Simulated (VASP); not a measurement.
A run of VASP 6.6.1:

Contents of INCAR:

```
ALGO     = Normal         # electronic algorithm
EDIFF    = 1E-6           # SCF threshold, eV
ENCUT    = 520            # plane-wave cutoff, eV
GGA      = PS             # functional
ISIF     = 2              # what is computed and relaxed
ISMEAR   = -1             # smearing method
LASPH    = True           # aspherical terms in the spheres
LCHARG   = False          # write CHGCAR
LREAL    = False          # projectors in reciprocal space
LWAVE    = False          # write WAVECAR
NBANDS   = 16             # bands
NELM     = 80             # most SCF steps
PREC     = Accurate       # precision mode
SIGMA    = 0.15           # smearing width, eV
```

File KPOINTS:

```
k-points
0
Gamma
  14 14 14
```

The input POSCAR:

```
InP
1.0
    0.0000000000      2.7310715447      2.7310715447
    2.7310715447      0.0000000000      2.7310715447
    2.7310715447      2.7310715447      0.0000000000
In P
1 1
Direct
    0.0000000000      0.0000000000      0.0000000000
    0.5000000000      0.5000000000      0.5000000000
```

Potentials or basis: VASP PAW PBE potentials, release 64 (In_d, P).

Run with:

```sh
$ cat potpaw_PBE.64/In_d/POTCAR potpaw_PBE.64/P/POTCAR > POTCAR
$ mpirun -np 1 vasp_std > vasp.out
```

Hardware: 1 thread of Intel(R) Xeon(R) 6975P-C (Granite Rapids) (shared host).

**Question.** Estimate the wall time of this run.

**Answer.** Run time: 28 s on 1 thread of Intel(R) Xeon(R) 6975P-C (Granite Rapids) (shared host), peak memory 0.21 GiB. Counts: scf iterations 12, k points 104.
